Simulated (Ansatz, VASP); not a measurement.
Si3C2: VASP beside Ansatz

```xyz
10
Lattice="2.8996 0.0000 0.0000 -1.4498 2.5111 0.0000 0.0000 0.0000 14.3678" Properties=species:S:1:pos:R:3 pbc="T T T"
Si    1.4498    0.8370    1.1269
Si    1.4498    0.8370    3.5920
Si    1.4498    0.8370    6.0570
Si    0.0000    1.6741   10.7759
Si    0.0000    1.6741   13.2410
Si    0.0000    1.6741    8.3108
C     1.4498    0.8370   12.2101
C     1.4498    0.8370    9.3416
C     0.0000    1.6741    2.1577
C     0.0000    1.6741    5.0262
```

Alike in both runs: functional PBE; k mesh 6 × 6 × 2; occupations gaussian, width 0.1 eV; no spin polarisation.

Ansatz relaxed the structure, and its values are those at the end. VASP's run is a single point on that final structure, the one shown.

```csv
,VASP,Ansatz
version,VASP 6.6.1,Ansatz 0.2.0
potentials or method,"VASP PAW PBE potentials, release 64 (Si, C), cutoff 520 eV","scalar-relativistic, plane waves, PAW"
valence electrons in the cell,40,40
```

Ansatz gave:

| Item | Value |
| --- | --- |
| gap on the k mesh at the Fermi level (eV) | none |
| pressure (GPa) | -0.1 |
| rms of the force components (eV/Å) | 0.006 |

Q: What did VASP give for the same quantities?

A: gap on the k mesh at the Fermi level (eV): none; pressure (GPa): -0.1; rms of the force components (eV/Å): 0.007.

A gap of «none» marks a metal or a gap that the smearing closes. With one functional, cell and mesh, what is left measures potentials, basis and numerics.

The k mesh is coarse, so the values compare programs but aren't converged.
